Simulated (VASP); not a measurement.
Input of a VASP 6.6.1 run:

The input INCAR:

```
SYSTEM = WSe2
ALGO     = Normal         ! electronic algorithm
EDIFF    = 1E-6           ! SCF threshold, eV
ENCUT    = 500            ! plane-wave cutoff, eV
GGA      = PE             ! functional
GGA_COMPAT= .False.      
ISIF     = 2              ! what is computed and relaxed
ISMEAR   = 0              ! smearing method
ISPIN    = 2              ! spin polarisation
LASPH    = .True.         ! aspherical terms in the spheres
LCHARG   = .False.        ! write CHGCAR
LMAXMIX  = 4              ! l up to which the mixer works
LORBIT   = 11             ! projections on sites
LREAL    = .False.        ! projectors in reciprocal space
LWAVE    = .False.        ! write WAVECAR
MAGMOM   = 0 0 0          ! initial moments
NBANDS   = 24             ! bands
NELM     = 200            ! most SCF steps
PREC     = Accurate       ! precision mode
SIGMA    = 0.1            ! smearing width, eV
```

The input KPOINTS:

```
k-points
0
Gamma
  4 4 4
  0 0 0
```

File POSCAR:

```
WSe2
1.0
    4.2062131100      0.0000000000      0.0000000000
    0.0000000000      4.2062131100      0.0000000000
    0.0000000000      0.0000000000      4.3152311600
W Se
1 2
Direct
    0.0000000000      0.0000000000      0.5000000000
    0.0000000000      0.0000000000      0.0000000000
    0.5000000000      0.5000000000      0.0000000000
```

Potentials or basis: VASP PAW PBE potentials, release 64 (W_sv, Se).

Launch:

```console
$ cat potpaw_PBE.64/W_sv/POTCAR potpaw_PBE.64/Se/POTCAR > POTCAR
$ mpirun -np 1 vasp_std > vasp.out
```

**Question.** What does it give for the band gap on the k mesh?

**Answer.** Zero (filled and empty bands overlap).

**Question.** Estimate the pressure.

**Answer.** 11.8 GPa.

Stress tensor (GPa, compression positive):
```
-4.87  0.00  0.00
 0.00 -4.87  0.00
 0.00  0.00 45.15
```

Caveat: the k points lie up to 0.37 Å⁻¹ apart; spin-orbit coupling is left out, which moves the levels of the heavy elements.
